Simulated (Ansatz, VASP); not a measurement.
**LiBr: VASP beside Ansatz**

```xyz
2
Lattice="0.0000 2.7060 2.7060 2.7060 0.0000 2.7060 2.7060 2.7060 0.0000" Properties=species:S:1:pos:R:3 pbc="T T T"
Li    0.0000    0.0000    0.0000
Br    2.7060    2.7060    2.7060
```

Alike in both runs: functional PBEsol; k mesh 8 × 8 × 8; occupations gaussian, width 0.02 eV; no spin polarisation.

Ansatz relaxed the structure, and its values are those at the end. VASP's run is a single point on that final structure, the one shown.

|  | VASP | Ansatz |
| --- | --- | --- |
| version | VASP 6.6.1 | Ansatz 0.2.0 |
| potentials or method | VASP PAW PBE potentials, release 64 (Li_sv, Br), cutoff 750 eV | scalar-relativistic, plane waves, PAW |
| valence electrons in the cell | 10 | 10 |

|  | VASP | Ansatz | Ansatz less VASP |
| --- | --- | --- | --- |
| gap on the k mesh at the Fermi level (eV) | 4.98 | 4.98 | -0.001 |
| least direct gap on the mesh (eV) | 4.98 | 4.98 | -0.001 |
| pressure (GPa) | 0.0 | 0.0 | +0.02 |

VASP's potentials were made for PBE, not for PBEsol.
